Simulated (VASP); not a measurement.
A run of VASP 6.6.1 is set up as follows.

Contents of INCAR:

```
SYSTEM = WSe2
PREC = Accurate
ENCUT = 520
EDIFF = 1E-6
ISMEAR = -1
SIGMA = 0.02
LREAL = .FALSE.
LASPH = .TRUE.
NELM = 80
ALGO = Normal
ISIF = 2
LWAVE = .FALSE.
LCHARG = .FALSE.
GGA = PE
NBANDS = 20
```

KPOINTS

```
Automatic mesh
0
G
  6 6 6
  0 0 0
```

The input POSCAR:

```
WSe2
1.0
    1.6433003578      0.9487599040      6.4972669668
   -1.6433003578      0.9487599040      6.4972669668
    0.0000000000     -1.8975198079      6.4972669668
W Se
1 2
Direct
    0.0000000000      0.0000000000      0.0000000000
    0.2462563275      0.2462563275      0.2462563275
    0.7537436725      0.7537436725      0.7537436725
```

Potentials or basis: VASP PAW PBE potentials, release 64 (W_sv, Se).

The run is started by

```console
$ cat potpaw_PBE.64/W_sv/POTCAR potpaw_PBE.64/Se/POTCAR > POTCAR
$ mpirun -np 1 vasp_std > vasp.out
```

(1) What does it give for the band gap on the k mesh?

(2) What does it give for the largest force?

(3) What does it give for the pressure?

Results:

(1) zero (bands 13 and 14 overlap by 0.46 eV).

(2) 0.339 eV/Å.

(3) 3.5 GPa.

Caveat: the k points lie up to 0.37 Å⁻¹ apart; spin-orbit coupling is left out, which moves the levels of the heavy elements.
